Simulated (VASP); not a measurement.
Ga2O3:

```
CELL_PARAMETERS angstrom
2.49973 1.44322 4.50032
-2.49973 1.44322 4.50032
0.00000 -2.88643 4.50032
ATOMIC_POSITIONS crystal
Ga 0.85596 0.85596 0.85596
Ga 0.64404 0.64404 0.64404
Ga 0.14404 0.14404 0.14404
Ga 0.35596 0.35596 0.35596
O 0.05260 0.44740 0.75000
O 0.75000 0.05260 0.44740
O 0.44740 0.75000 0.05260
O 0.94740 0.55260 0.25000
O 0.25000 0.94740 0.55260
O 0.55260 0.25000 0.94740
```

| Item | Value |
| --- | --- |
| Program | VASP 6.6.1 |
| Task | relaxation of cell and atoms |
| Functional | PBE |
| Dispersion | D3(BJ) |
| Potentials or basis | VASP PAW PBE potentials, release 64 (Ga_d, O) |
| Cutoff | 600 eV |
| k mesh | 6 × 6 × 6 |
| Occupations | gaussian, width 0.02 eV |
| Spin | no spin polarisation |

At the start: pressure 4.1 GPa; volume 9.74 Å³/atom.

Where does the relaxation end?

Over 12 steps the energy falls by 2.5 meV/atom and the volume is 9.92 Å³/atom (+1.9 %); space group R-3c (No. 167, to 0.1 Å) before and after.

The path:
```csv
step,energy change (eV),largest force (eV/Å),pressure (GPa),volume (Å³)
1,0.0000,0.0507,4.08,97.41
2,-0.0065,0.0101,-3.39,100.95
3,-0.0246,0.0254,-0.09,99.29
4,-0.0246,0.0259,0.01,99.25
5,-0.0249,0.0073,0.04,99.22
6,-0.0249,0.0053,0.08,99.21
7,-0.0249,0.0055,0.05,99.21
8,-0.0249,0.0026,-0.05,99.25
9,-0.0249,0.0032,0.00,99.25
10,-0.0249,0.0025,-0.03,99.25
11,-0.0249,0.0031,-0.02,99.25
12,-0.0249,0.0011,0.01,99.24
```

Final structure:
```yaml
crystal:
  lattice:
    - [2.51918, 1.45445, 4.51421]
    - [-2.51918, 1.45445, 4.51421]
    - [0.00000, -2.90890, 4.51421]
  atoms:
    - { symbol: Ga, position: [0.85600, 0.85600, 0.85600] }
    - { symbol: Ga, position: [0.64400, 0.64400, 0.64400] }
    - { symbol: Ga, position: [0.14400, 0.14400, 0.14400] }
    - { symbol: Ga, position: [0.35600, 0.35600, 0.35600] }
    - { symbol: O, position: [0.05316, 0.44684, 0.75000] }
    - { symbol: O, position: [0.75000, 0.05316, 0.44684] }
    - { symbol: O, position: [0.44684, 0.75000, 0.05316] }
    - { symbol: O, position: [0.94684, 0.55316, 0.25000] }
    - { symbol: O, position: [0.25000, 0.94684, 0.55316] }
    - { symbol: O, position: [0.55316, 0.25000, 0.94684] }
```
